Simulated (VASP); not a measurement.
# MnO (Fm-3m) in VASP: notebook, part 2 of 2

VASP 6.6.1.

## (4) Single point, PBEsol, collinear spin, ferromagnetic start

INCAR reads:

```
PREC = Accurate ; ENCUT = 520
EDIFF = 1E-6 ; ISMEAR = 0
SIGMA = 0.1 ; LREAL = F
LASPH = T ; NELM = 150
ALGO = Normal ; ISIF = 2
LWAVE = F ; LCHARG = F
ISPIN = 2 ; MAGMOM = 4 0
LORBIT = 11 ; LMAXMIX = 4
GGA = PS ; NBANDS = 20
```

KPOINTS reads:

```
regular mesh
0
Gamma
  10 10 10
```

POSCAR reads:

```
MnO
1.0
    3.1450804300      0.0000000000      0.0000000000
    1.5725402150      2.7237195493      0.0000000000
    1.5725402150      0.9079065164      2.5679474178
Mn O
1 1
Direct
    0.0000000000      0.0000000000      0.0000000000
    0.5000000000      0.5000000000      0.5000000000
```

Potentials or basis: VASP PAW PBE potentials, release 64 (Mn_pv, O).

Command:

```bash
$ cat potpaw_PBE.64/Mn_pv/POTCAR potpaw_PBE.64/O/POTCAR > POTCAR
$ mpirun -np 1 vasp_std > vasp.out
```

OUTCAR:

```text
PREC = Accurate
   ENCUT = 520
   EDIFF = 1E-6
   ISMEAR = 0
   LREAL = F
   LASPH = T
   NELM = 150
   ISIF = 2
   ISPIN = 2
   LORBIT = 11
   GGA = PS

 ion  position               nearest neighbor table
   1  0.000  0.000  0.000-   2 2.22   2 2.22   2 2.22   2 2.22   2 2.22   2 2.22
   2  0.500  0.500  0.500-   1 2.22   1 2.22   1 2.22   1 2.22   1 2.22   1 2.22

  LATTYP: Found a face centered cubic cell.
 ALAT       =     4.4478153988

  Lattice vectors:

 A1 = (   3.1450804300,   0.0000000000,   0.0000000000)
 A2 = (   1.5725402150,   2.7237195493,   0.0000000000)
 A3 = (   1.5725402150,   0.9079065164,   2.5679474178)

Analysis of symmetry for initial positions (statically):
=====================================================================
 Subroutine PRICEL returns:
 Original cell was already a primitive cell.

 Routine SETGRP: Setting up the symmetry group for a
 face centered cubic supercell.

 Subroutine GETGRP returns: Found 48 space group operations
[... 750 lines left out ...]
      5       4.0415      1.00000
      6       4.0415      1.00000
[... 541 lines left out ...]
     19      33.0376      0.00000
     20      34.7414      0.00000

 [... further k-points ...]

------------------------ aborting loop because EDIFF is reached ----------------------------------------

  FORCE on cell =-STRESS in cart. coord.  units (eV):
  Direction    XX          YY          ZZ          XY          YZ          ZX
  --------------------------------------------------------------------------------------
  -------------------------------------------------------------------------------------
  Total       -0.9270001     -0.9270001     -0.9270001     -0.0000000      0.0000000      0.0000000
  in kB      -67.5165280    -67.5165280    -67.5165280     -0.0000000      0.0000000      0.0000000
  external PRESSURE =     -67.5165280 kB  Pullay stress =       0.0000000 kB

 VOLUME and BASIS-vectors are now :
 -----------------------------------------------------------------------------
  energy-cutoff  :      520.00
  volume of cell :       22.00
      direct lattice vectors                 reciprocal lattice vectors
     3.145080430  0.000000000  0.000000000     0.317956892 -0.183572497 -0.129805358
     1.572540215  2.723719549  0.000000000     0.000000000  0.367144995 -0.129805358
     1.572540215  0.907906516  2.567947418     0.000000000  0.000000000  0.389416073

 POSITION                                       TOTAL-FORCE (eV/Angst)
 -----------------------------------------------------------------------------------
      0.00000      0.00000      0.00000         0.000000      0.000000      0.000000
      3.14508      1.81581      1.28397        -0.000000     -0.000000      0.000000
 -----------------------------------------------------------------------------------
    total drift:                               -0.000000      0.000000     -0.000000

  FREE ENERGIE OF THE ION-ELECTRON SYSTEM (eV)
  ---------------------------------------------------
  free  energy   TOTEN  =       -17.2148727606 eV

  energy  without entropy=      -17.2092683410  energy(sigma->0) =      -17.21207055

 total charge

# of ion       s       p       d       tot
------------------------------------------
    1        0.206   6.180   4.971  11.357
    2        1.556   3.392   0.000   4.948
--------------------------------------------------
tot          1.762   9.572   4.971  16.305

 magnetization (x)

# of ion       s       p       d       tot
------------------------------------------
    1        0.033   0.026   4.266   4.325
    2        0.030   0.171   0.000   0.201
--------------------------------------------------
tot          0.063   0.197   4.266   4.526
```

OSZICAR:

```text
N       E                     dE             d eps       ncg     rms          rms(c)
DAV:   1     0.169733493564E+03    0.16973E+03   -0.10402E+04  3792   0.112E+03
DAV:   2    -0.108795096921E+02   -0.18061E+03   -0.16809E+03  3876   0.328E+02
DAV:   3    -0.193444201964E+02   -0.84649E+01   -0.83649E+01  4264   0.764E+01
DAV:   4    -0.194078117995E+02   -0.63392E-01   -0.63377E-01  4268   0.683E+00
DAV:   5    -0.194083649202E+02   -0.55312E-03   -0.55311E-03  4224   0.637E-01    0.134E+01
DAV:   6    -0.175681049061E+02    0.18403E+01   -0.95447E+00  5088   0.350E+01    0.133E+01
DAV:   7    -0.172279868637E+02    0.34012E+00   -0.12707E+00  4396   0.164E+01    0.782E+00
DAV:   8    -0.172295820853E+02   -0.15952E-02   -0.11689E-01  4088   0.253E+00    0.479E+00
DAV:   9    -0.172079118319E+02    0.21670E-01   -0.42471E-02  4104   0.220E+00    0.158E+00
DAV:  10    -0.172149057294E+02   -0.69939E-02   -0.74126E-03  4016   0.101E+00    0.235E-01
DAV:  11    -0.172147594821E+02    0.14625E-03   -0.15557E-03  4316   0.346E-01    0.166E-01
DAV:  12    -0.172148638813E+02   -0.10440E-03   -0.10916E-04  4440   0.128E-01    0.474E-02
DAV:  13    -0.172148649150E+02   -0.10338E-05   -0.13977E-05  4268   0.330E-02    0.288E-02
DAV:  14    -0.172148730174E+02   -0.81024E-05   -0.53903E-06  4156   0.194E-02    0.551E-03
DAV:  15    -0.172148727606E+02    0.25680E-06   -0.46301E-07  2356   0.621E-03
   1 F= -.17214873E+02 E0= -.17212071E+02  d E =-.560442E-02  mag=     4.7751
```

It took 20 s on 1 thread of Intel Xeon 6975P-C, shared host; peak memory 0.16 GiB.

Results:

- Free energy: -17.2149 eV
- Pressure: -6.8 GPa
- Net moment: 4.78 μB per cell
- Site moments: Mn +4.33; O +0.20 μB
- Valence electrons inside the program's atomic spheres: Mn 11.36; O 4.95

Caveat: the PAW data sets were made with another functional, which shifts forces and pressure a little; a cell with one magnetic atom can't hold antiferromagnetic order, which such compounds often take; semilocal functionals often make such compounds metallic where correlation or magnetic order opens a gap, which also shifts bond lengths. With open d or f shells a metallic result of PBEsol can be an artefact of self-interaction; +U or a hybrid may open a gap.

## (5) Overview

```csv
task,level,cell,cutoff (eV),smearing,gap on the mesh (eV),pressure (GPa),moment (μB),relaxed volume (Å³/atom)
relaxation of cell and atoms,BLYP,"relaxed from a = 3.145 Å, angles 60.0°, 2 atoms",600,fermi-dirac 0.05 eV,none,0.0,4.80,11.39
relaxation of cell and atoms,SVWN5,"relaxed from a = 3.145 Å, angles 60.0°, 2 atoms",600,fermi-dirac 0.05 eV,none,-0.1,3.51,8.98
single point,PBEsol,"a = 3.145 Å, angles 60.0°, 2 atoms",520,gaussian 0.1 eV,none,-6.8,4.78,-
```

Alike in all rows: potentials or basis VASP PAW PBE potentials, release 64 (Mn_pv, O); spin collinear, ferromagnetic start; k mesh 10 × 10 × 10.

Caveats: the PAW data sets were made with another functional, which shifts forces and pressure a little; a cell with one magnetic atom can't hold antiferromagnetic order, which such compounds often take; semilocal functionals often make such compounds metallic where correlation or magnetic order opens a gap, which also shifts bond lengths; the volume moved by over 15 % at a fixed basis, so the end points are rough (some runs).

Absolute energies hang on the potentials; compare differences alone.
